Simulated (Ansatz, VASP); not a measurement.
**P in VASP and in Ansatz**

INCAR

```
AGGAC = 1.0
AGGAX = 1.0
ALDAC = 0.0
ALDAX = 1.0
ALGO = Normal
EDIFF = 1E-6
ENCUT = 520
GGA = B5
ISIF = 2
ISMEAR = -1
LASPH = T
LCHARG = F
LREAL = F
LWAVE = F
NBANDS = 12
NELM = 60
PREC = Accurate
SIGMA = 0.1
```

KPOINTS

```
k-points
0
Gamma
  11 11 11
```

The input POSCAR:

```
P
1.0
    0.0000000000      2.9673831456      2.9673831456
    2.9673831456      0.0000000000      2.9673831456
    2.9673831456      2.9673831456      0.0000000000
P
2
Direct
    0.1250000000      0.1250000000      0.1250000000
    0.8750000000      0.8750000000      0.8750000000
```

Input for Ansatz:

```yaml
crystal:
  lattice:
    - [0.0, 2.9673831456, 2.9673831456]
    - [2.9673831456, 0.0, 2.9673831456]
    - [2.9673831456, 2.9673831456, 0.0]
  atoms:
    - { symbol: P, position: [0.125, 0.125, 0.125] }
    - { symbol: P, position: [0.875, 0.875, 0.875] }
hamiltonian:
  xc: blyp
  pseudopotentials:
    kind: paw
    azcp:
      P: "pseudopotentials/P.paw.azcp"
basis:
  ecutwfc: 420
  fft_grid_basis: typed
kpoints:
  mp_grid: { grid: [11, 11, 11], shift: [0, 0, 0] }
magnetization:
  spin_polarized: false
scf:
  occupations: { method: fermi_dirac, width: 0.1 }
  lower_state_search: "off"
output:
  stress: true
```

Alike in both runs: task single point; functional BLYP; k mesh 11 × 11 × 11; occupations fermi-dirac, width 0.1 eV; no spin polarisation.

|  | VASP | Ansatz |
| --- | --- | --- |
| version | VASP 6.6.1 | Ansatz 0.2.0 |
| potentials or method | VASP PAW PBE potentials, release 64 (P), cutoff 520 eV | plane waves (420 eV) with PAW, scalar-relativistic |
| valence electrons in the cell | 10 | 10 |

|  | VASP | Ansatz | Ansatz less VASP |
| --- | --- | --- | --- |
| pressure (GPa) | -3.9 | -4.0 | -0.06 |

VASP's potentials were made for PBE, not for BLYP. With one functional, cell and mesh, what is left measures potentials, basis and numerics.
